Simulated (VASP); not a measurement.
Cd2SO: single point with PBE

Cd2SO:

```
CELL_PARAMETERS angstrom
3.96835 0.00000 0.00000
0.00000 3.96835 0.00000
0.00000 0.00000 5.49332
ATOMIC_POSITIONS crystal
O 0.00000 0.00000 0.00000
Cd 0.00000 0.50000 0.79254
Cd 0.50000 0.00000 0.20746
S 0.50000 0.50000 0.50000
```

* Program: VASP 6.6.1
* Task: single point
* Functional: PBE
* Potentials or basis: VASP PAW PBE potentials, release 64 (O, Cd, S)
* Cutoff: 520 eV
* k mesh: 6 × 6 × 4
* Occupations: fermi-dirac, width 0.02 eV
* Spin: no spin polarisation

```json
{"Pressure": "-1.4 GPa", "Largest force": "0.039 eV/Å", "Band gap on the k mesh": "zero (filled and empty bands touch)"}
```

Forces in eV/Å, atoms in the order of the input:
```
O    0.000  0.000  0.000
Cd   0.000  0.000 -0.039
Cd   0.000  0.000  0.039
S    0.000  0.000  0.000
```

Levels at points of the mesh, in eV from the Fermi level:
| k point | band 14 | band 15 | band 16 | band 17 | band 18 | band 19 | band 20 | band 21 | band 22 | band 23 |
| --- | --- | --- | --- | --- | --- | --- | --- | --- | --- | --- |
| (0.00, 0.00, 0.00) | -1.82 | -1.82 | -0.12 | -0.06 | -0.01 | -0.01 | 4.43 | 5.34 | 8.42 | 8.42 |
| (0.50, 0.00, 0.00) | -3.10 | -1.87 | -1.53 | -1.19 | -0.25 | 3.58 | 3.88 | 5.87 | 6.13 | 8.11 |
| (0.50, 0.50, 0.00) | -3.44 | -1.77 | -1.62 | -1.62 | -1.47 | 3.53 | 4.14 | 5.23 | 5.23 | 7.64 |
| (0.00, 0.00, 0.50) | -1.50 | -1.39 | -1.39 | -0.42 | -0.42 | 2.58 | 3.59 | 5.90 | 6.75 | 7.83 |
| (0.50, 0.00, 0.50) | -3.74 | -1.18 | -0.74 | -0.70 | -0.21 | 2.21 | 4.33 | 5.67 | 7.79 | 8.11 |
| (0.50, 0.50, 0.50) | -3.40 | -2.24 | -1.94 | -1.87 | -1.87 | 4.96 | 4.96 | 5.38 | 6.19 | 7.60 |

Run time: 88 s on 1 thread of Intel Xeon 8259CL, with other jobs on the host, peak memory 0.22 GiB.

Caveat: semilocal functionals underestimate gaps, so a narrow gap can read as zero.
